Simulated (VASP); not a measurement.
Here is a VASP 6.6.1 calculation.

File INCAR:

```
SYSTEM = ReBi
PREC = Accurate
ENCUT = 520
EDIFF = 1E-6
ISMEAR = 0
SIGMA = 0.05
LREAL = .False.
LASPH = .True.
NELM = 60
ALGO = Normal
ISIF = 2
LWAVE = .False.
LCHARG = .False.
GGA = PE
NBANDS = 18
```

The input KPOINTS:

```
Automatic mesh
0
Gamma
  10 10 10
  0 0 0
```

POSCAR

```
ReBi
1.0
    0.0000000000      3.1097581038      3.1097581038
    3.1097581038      0.0000000000      3.1097581038
    3.1097581038      3.1097581038      0.0000000000
Re Bi
1 1
Direct
    0.0000000000      0.0000000000      0.0000000000
    0.2500000000      0.2500000000      0.2500000000
```

Potentials or basis: VASP PAW PBE potentials, release 64 (Re, Bi_d).

Command:

```console
$ cat potpaw_PBE.64/Re/POTCAR potpaw_PBE.64/Bi_d/POTCAR > POTCAR
$ mpirun -np 1 vasp_std > vasp.out
```

**Question.** What does it give for the pressure?

**Answer.** 0.0 GPa.

**Question.** What does it give for the band gap on the k mesh?

**Answer.** Zero (band 11 reaches 4.40 eV, above the bottom of band 12 at 4.39 eV).

Caveat: spin-orbit coupling is left out, which moves the levels of the heavy elements.
